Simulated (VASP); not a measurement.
# Be3H (P-3) in VASP: notebook

The runs below take Be3H through single point, relaxation of cell and atoms, with PBE.

Program: VASP 6.6.1. These are calculated values, not measurements. Logs are shortened: lines on timing, memory, paths and dates and some standing lists are left out, and cuts for length are marked.

### 1 The cell of the first run

The structure is trigonal, space group P-3 (No. 147). The conventional cell has a = 4.415 Å, b = 4.415 Å, c = 3.583 Å, α = 90.00°, β = 90.00°, γ = 120.00°. Within 2.0 Å of Be (site symmetry 1) lie 1 H at 1.52 Å. Within 2.0 Å of H (site symmetry 3) lie 3 Be at 1.52 Å.

### 2 Single point, PBE

Contents of INCAR:

```
SYSTEM = Be3H
PREC     = Accurate       ! precision mode
ENCUT    = 520            ! plane-wave cutoff, eV
EDIFF    = 1E-7           ! SCF threshold, eV
ISMEAR   = 0              ! smearing method
SIGMA    = 0.1            ! smearing width, eV
LREAL    = .FALSE.        ! projectors in reciprocal space
LASPH    = .TRUE.         ! aspherical terms in the spheres
NELM     = 100            ! most SCF steps
ALGO     = Normal         ! electronic algorithm
ISIF     = 2              ! what is computed and relaxed
LWAVE    = .FALSE.        ! write WAVECAR
LCHARG   = .FALSE.        ! write CHGCAR
GGA      = PE             ! functional
NBANDS   = 17             ! bands
```

Contents of KPOINTS:

```
regular mesh
0
G
  6 6 4
  0 0 0
```

Contents of POSCAR:

```
Be3H
1.0
    4.4146067217      0.0000000000      0.0000000000
   -2.2073033608      3.8231615687      0.0000000000
    0.0000000000      0.0000000000      3.5826029977
Be H
6 2
Direct
    0.0815110678      0.3344273318      0.2607988566
    0.6655726682      0.7470837360      0.2607988566
    0.2529162640      0.9184889322      0.2607988566
    0.7470837360      0.0815110678      0.7392011434
    0.3344273318      0.2529162640      0.7392011434
    0.9184889322      0.6655726682      0.7392011434
    0.3333333333      0.6666666667      0.0512671910
    0.6666666667      0.3333333333      0.9487328090
```

Potentials or basis: VASP PAW PBE potentials, release 64 (Be, H).

On the command line:

```bash
$ cat potpaw_PBE.64/Be/POTCAR potpaw_PBE.64/H/POTCAR > POTCAR
$ mpirun -np 1 vasp_std > vasp.out
```

OUTCAR:

```text
SYSTEM = Be3H
   PREC = Accurate
   ENCUT = 520
   EDIFF = 1E-7
   ISMEAR = 0
   LREAL = .FALSE.
   LASPH = .TRUE.
   NELM = 100
   ISIF = 2
   GGA = PE

 ion  position               nearest neighbor table
   1  0.082  0.334  0.261-   7 1.52   5 2.17   4 2.17   3 2.30   2 2.30   5 2.30   4 2.30   3 2.31
                             2 2.31
   2  0.666  0.747  0.261-   7 1.52   4 2.17   6 2.17   3 2.30   1 2.30   4 2.30   6 2.30   1 2.31
                             3 2.31
   3  0.253  0.918  0.261-   7 1.52   5 2.17   6 2.17   1 2.30   2 2.30   5 2.30   6 2.30   1 2.31
                             2 2.31
   4  0.747  0.082  0.739-   8 1.52   2 2.17   1 2.17   6 2.30   5 2.30   2 2.30   1 2.30   6 2.31
                             5 2.31
   5  0.334  0.253  0.739-   8 1.52   3 2.17   1 2.17   4 2.30   6 2.30   3 2.30   1 2.30   6 2.31
                             4 2.31
   6  0.918  0.666  0.739-   8 1.52   2 2.17   3 2.17   4 2.30   5 2.30   2 2.30   3 2.30   4 2.31
                             5 2.31
   7  0.333  0.667  0.051-   3 1.52   1 1.52   2 1.52
   8  0.667  0.333  0.949-   4 1.52   6 1.52   5 1.52

  LATTYP: Found a hexagonal cell.
 ALAT       =     4.4146067217
 C/A-ratio  =     0.8115338973

  Lattice vectors:

 A1 = (   4.4146067217,   0.0000000000,   0.0000000000)
 A2 = (  -2.2073033608,   3.8231615687,   0.0000000000)
 A3 = (   0.0000000000,   0.0000000000,   3.5826029977)

Analysis of symmetry for initial positions (statically):
=====================================================================
 Subroutine PRICEL returns:
 Original cell was already a primitive cell.

 Routine SETGRP: Setting up the symmetry group for a
 hexagonal supercell.

 Subroutine GETGRP returns: Found  6 space group operations
 (whereof  6 operations were pure point group operations)
 out of a pool of 24 trial point group operations.

The static configuration has the point symmetry S_6 .

Analysis of symmetry for dynamics (positions and initial velocities):
=====================================================================
 Subroutine PRICEL returns:
 Original cell was already a primitive cell.

 Routine SETGRP: Setting up the symmetry group for a
 hexagonal supercell.

 Subroutine GETGRP returns: Found  6 space group operations
 (whereof  6 operations were pure point group operations)
 out of a pool of 24 trial point group operations.

The dynamic configuration has the point symmetry S_6 .

 Subroutine INISYM returns: Found  6 space group operations
 (whereof  6 operations are pure point group operations),
 and found     1 'primitive' translations

----------------------------------------------------------------------------------------

                                     Primitive cell

  volume of cell :      60.4663

  direct lattice vectors                    reciprocal lattice vectors
     4.414606722  0.000000000  0.000000000     0.226520744  0.130781813  0.000000000
    -2.207303361  3.823161569  0.000000000     0.000000000  0.261563625  0.000000000
     0.000000000  0.000000000  3.582602998     0.000000000  0.000000000  0.279126658

  length of vectors
     4.414606722  4.414606722  3.582602998     0.261563625  0.261563625  0.279126658

  position of ions in fractional coordinates (direct lattice)
     0.081511068  0.334427332  0.260798857
     0.665572668  0.747083736  0.260798857
     0.252916264  0.918488932  0.260798857
     0.747083736  0.081511068  0.739201143
     0.334427332  0.252916264  0.739201143
     0.918488932  0.665572668  0.739201143
     0.333333333  0.666666667  0.051267191
     0.666666667  0.333333333  0.948732809

  ion indices of the primitive-cell ions
   primitive index   ion index
                 1           1
                 2           2
                 3           3
                 4           4
                 5           5
                 6           6
                 7           7
                 8           8

----------------------------------------------------------------------------------------

 KPOINTS: regular mesh

Automatic generation of k-mesh.
 Grid dimensions read from file:
 generate k-points for:    6    6    4

 Generating k-lattice:

  Cartesian coordinates                     Fractional coordinates (reciprocal lattice)
     0.037753457  0.021796969  0.000000000     0.166666667  0.000000000  0.000000000
     0.000000000  0.043593938  0.000000000     0.000000000  0.166666667  0.000000000
     0.000000000  0.000000000  0.069781664     0.000000000  0.000000000  0.250000000

  Length of vectors
     0.043593938  0.043593938  0.069781664

  Shift w.r.t. Gamma in fractional coordinates (k-lattice)
     0.000000000  0.000000000  0.000000000

 Subroutine IBZKPT returns following result:
 ===========================================

 Found     30 irreducible k-points:

 Following reciprocal coordinates:
            Coordinates               Weight
  0.000000  0.000000  0.000000      1.000000
  0.166667  0.000000  0.000000      6.000000
  0.333333  0.000000  0.000000      6.000000
  0.500000  0.000000  0.000000      3.000000
  0.166667  0.166667  0.000000      6.000000
  0.333333  0.166667  0.000000      6.000000
[... 16 lines left out ...]
  0.000000  0.000000  0.500000      1.000000
  0.166667  0.000000  0.500000      6.000000
 [... further k-points ...]
   k-points           NKPTS =     30   k-points in BZ     NKDIM =     30   number of bands    NBANDS=     17
   number of dos      NEDOS =    301   number of ions     NIONS =      8
   total plane-waves  NPLWV =  36288
   dimension x,y,z NGX =    36 NGY =   36 NGZ =   28
   dimension x,y,z NGXF=    72 NGYF=   72 NGZF=   56
   ions per type =               6   2
   NGX,Y,Z   is equivalent  to a cutoff of  13.56, 13.56, 12.99 a.u.
   NGXF,Y,Z  is equivalent  to a cutoff of  27.11, 27.11, 25.99 a.u.
 SYSTEM =  Be3H
   PREC   = accura    normal or accurate (medium, high low for compatibility)
   ISTART =      0    job   : 0-new  1-cont  2-samecut
   ICHARG =      2    charge: 1-file 2-atom 10-const
   ISPIN  =      1    spin polarized calculation?
   LNONCOLLINEAR =      F non collinear calculations
   LSORBIT =      F    spin-orbit coupling
   LASPH  =      T    aspherical Exc in radial PAW
   ENCUT  =  520.0 eV  38.22 Ry    6.18 a.u.   8.21  8.21  6.66*2*pi/ulx,y,z
   NELM   =    100;   NELMIN=  2; NELMDL= -5     # of ELM steps
   EDIFF  = 0.1E-06   stopping-criterion for ELM
   LREAL  =      F    real-space projection
   EDIFFG = 0.1E-05   stopping-criterion for IOM
   NSW    =      0    number of steps for IOM
   IBRION =     -1    ionic relax: 0-MD 1-quasi-New 2-CG
   NFREE  =      0    steps in history (QN), initial steepest desc. (CG)
   ISIF   =      2    stress and relaxation
   ISYM   =      2    0-nonsym 1-usesym 2-fastsym
   POTIM  = 0.5000    time-step for ionic-motion
   TEBEG  =    0.0;   TEEND  =   0.0 temperature during run
   PSTRESS=    0.0 pullay stress
   NELECT =      14.0000    total number of electrons
   NUPDOWN=      -1.0000    fix difference up-down
   EMIN   =  10.00;   EMAX   =-10.00  energy-range for DOS
   EFERMI =   0.00;   METHOD = LEGACY
   ISMEAR =     0;   SIGMA  =   0.10  broadening in eV -4-tet -1-fermi 0-gaus
   EFERMI_NEDOS =   21; number of points for ismear=-14 and -15
   IALGO  =     38    algorithm
   IMIX   =      4    mixing-type and parameters
     AMIX     =   0.40;   BMIX     =  1.00
     AMIX_MAG =   1.60;   BMIX_MAG =  1.00
  volume/ion in A,a.u.               =       7.56        51.01
  Fermi-wavevector in a.u.,A,eV,Ry     =   1.005263  1.899672 13.749419  1.010554
  Thomas-Fermi vector in A             =   2.137931
   LORBIT       =      0    0 simple, 1 ext, 2 COOP (PROOUT), +10 PAW based schemes
   GGA     = PE    functional components
   LHFCALC =     F    Hartree Fock is set to
   AEXX    =    0.0000 exact exchange contribution
   IVDW    =     0    specifies the selected vdW correction
   LEPSILON=     F    determine dielectric tensor
   LRPA    =     F    only Hartree local field effects (RPA)
 non-spin polarized calculation
 Gauss-broadening in eV      SIGMA  =   0.10
  energy-cutoff  :      520.00
  volume of cell :       60.47
 maximum number of plane-waves:      1675
 NGX is ok and might be reduce to    36
   NGX = 17   NGY = 17   NGZ = 13

 number of electron      13.9999999 magnetization

 Free energy of the ion-electron system (eV)
  ---------------------------------------------------
  ext. energy  EPLUGINS =         0.00000000
  ---------------------------------------------------
  free energy    TOTEN  =       -26.20926051 eV

  energy without entropy =      -26.20471604  energy(sigma->0) =      -26.20698828

 E-fermi :   5.2052     XC(G=0): -10.1453

 val. band max:        5.1800269316   @ k =  -0.1667   0.5000   0.2500
 cond. band min:       5.2981818206   @ k =   0.1667   0.0000   0.2500
 fundamental gap:      0.1181548890
 Fermi energy:         5.2052079739

 k-point     1 :       0.0000    0.0000    0.0000
  band No.  band energies     occupation
      1      -6.2224      2.00000
      2      -1.1514      2.00000
      3      -0.2745      2.00000
      4       2.4969      2.00000
      5       3.1597      2.00000
      6       3.1597      2.00000
[... 9 lines left out ...]
     16      12.2696      0.00000
     17      14.1380      0.00000

 k-point     2 :       0.1667    0.0000    0.0000
  band No.  band energies     occupation
      1      -6.0188      2.00000
      2      -1.7308      2.00000
      3      -0.6054      2.00000
      4       2.3080      2.00000
      5       2.5305      2.00000
      6       3.5035      2.00000
[... 9 lines left out ...]
     16      14.0923      0.00000
     17      14.6580      0.00000

 k-point     3 :       0.3333    0.0000    0.0000
  band No.  band energies     occupation
      1      -5.4285      2.00000
      2      -2.9736      2.00000
      3      -1.1407      2.00000
      4       1.9498      2.00000
      5       2.8166      2.00000
      6       4.5664      2.00000
[... 392 lines left out ...]
 k-point    23 :       0.0000    0.0000    0.5000
  band No.  band energies     occupation
      1      -5.0059      2.00000
      2      -2.5607      2.00000
      3      -0.4342      2.00000
      4       2.1203      2.00000
      5       3.9233      2.00000
      6       3.9233      2.00000
[... 9 lines left out ...]
     16      17.6050      0.00000
     17      19.5259      0.00000

 k-point    24 :       0.1667    0.0000    0.5000
  band No.  band energies     occupation
      1      -4.8104      2.00000
      2      -2.3907      2.00000
      3      -0.8171      2.00000
      4       1.5238      2.00000
      5       2.8093      2.00000
      6       3.3083      2.00000
[... 9 lines left out ...]
     16      16.9157      0.00000
     17      17.6037      0.00000

 [... further k-points ...]
[... 5 lines left out ...]
  --------------------------------------------------------------------------------------
  -------------------------------------------------------------------------------------
  Total        0.0577999      0.0577999     -0.0037400      0.0000007     -0.0000000      0.0000000
  in kB        1.5315259      1.5315259     -0.0990983      0.0000178     -0.0000000      0.0000000
  external PRESSURE =       0.9879845 kB  Pullay stress =       0.0000000 kB

 VOLUME and BASIS-vectors are now :
 -----------------------------------------------------------------------------
  energy-cutoff  :      520.00
  volume of cell :       60.47
      direct lattice vectors                 reciprocal lattice vectors
     4.414606722  0.000000000  0.000000000     0.226520744  0.130781813  0.000000000
    -2.207303361  3.823161569  0.000000000     0.000000000  0.261563625  0.000000000
     0.000000000  0.000000000  3.582602998     0.000000000  0.000000000  0.279126658

 POSITION                                       TOTAL-FORCE (eV/Angst)
 -----------------------------------------------------------------------------------
     -0.37834      1.27857      0.93434        -0.003594      0.006416      0.016027
      1.28920      2.85622      0.93434        -0.003760     -0.006320      0.016027
     -0.91086      3.51153      0.93434         0.007353     -0.000096      0.016027
      3.11816      0.31163      2.64826        -0.007353      0.000096     -0.016027
      0.91810      0.96694      2.64826         0.003760      0.006320     -0.016027
      2.58565      2.54459      2.64826         0.003594     -0.006416     -0.016027
     -0.00000      2.54877      0.18367        -0.000000     -0.000000      0.005661
      2.20730      1.27439      3.39893        -0.000000     -0.000000     -0.005661
 -----------------------------------------------------------------------------------
    total drift:                               -0.000000      0.000000      0.000000

  FREE ENERGIE OF THE ION-ELECTRON SYSTEM (eV)
  ---------------------------------------------------
  free  energy   TOTEN  =       -26.2092605110 eV

  energy  without entropy=      -26.2047160393  energy(sigma->0) =      -26.20698828
```

Run time: 37 s. Hardware: 1 thread of Oxide Virtual Turin-like, shared host; peak memory 0.14 GiB.

Results:

```
Free energy            : -26.2093 eV
Pressure               : 0.1 GPa
Largest force          : 0.018 eV/Å
Band gap on the k mesh : zero (band 7 reaches 6.27 eV, above the bottom of band 8 at 3.99 eV)
```

Forces on the atoms (eV/Å):
```
Be  -0.004  0.006  0.016
Be  -0.004 -0.006  0.016
Be   0.007  0.000  0.016
Be  -0.007  0.000 -0.016
Be   0.004  0.006 -0.016
Be   0.004 -0.006 -0.016
H    0.000  0.000  0.006
H    0.000  0.000 -0.006
```

Caveat: the k points lie up to 0.44 Å⁻¹ apart.

[end of part 1 of 3]
